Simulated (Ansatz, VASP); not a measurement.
## Zn4S3O in VASP and in Ansatz

```
CELL_PARAMETERS angstrom
-2.62258 2.62258 5.19954
2.62258 -2.62258 5.19954
2.62258 2.62258 -5.19954
ATOMIC_POSITIONS crystal
Zn 0.66160 0.66160 0.55284
Zn 0.89124 0.33841 0.00000
Zn 0.10876 0.10876 0.44716
Zn 0.33841 0.89124 0.00000
S 0.25000 0.75000 0.50000
S 0.50000 0.50000 0.00000
S 0.75000 0.25000 0.50000
O 0.00000 0.00000 0.00000
```

Alike in both runs: functional PBE; k mesh 8 × 8 × 8; occupations gaussian, width 0.02 eV; no spin polarisation.

Ansatz relaxed the structure, and its values are those at the end. VASP's run is a single point on that final structure, the one shown.

|  | VASP | Ansatz |
| --- | --- | --- |
| version | VASP 6.6.1 | Ansatz 0.2.0 |
| potentials or method | VASP PAW PBE potentials, release 64 (Zn, S, O), cutoff 520 eV | scalar-relativistic, plane waves, PAW |
| valence electrons in the cell | 72 | 72 |

|  | VASP | Ansatz | Ansatz less VASP |
| --- | --- | --- | --- |
| gap on the k mesh at the Fermi level (eV) | 1.34 | 1.34 | -0.001 |
| least direct gap on the mesh (eV) | 1.34 | 1.34 | -0.001 |
| pressure (GPa) | 0.2 | 0.0 | -0.22 |
| rms of the force components (eV/Å) | 0.009 | 0.003 | -0.0066 |
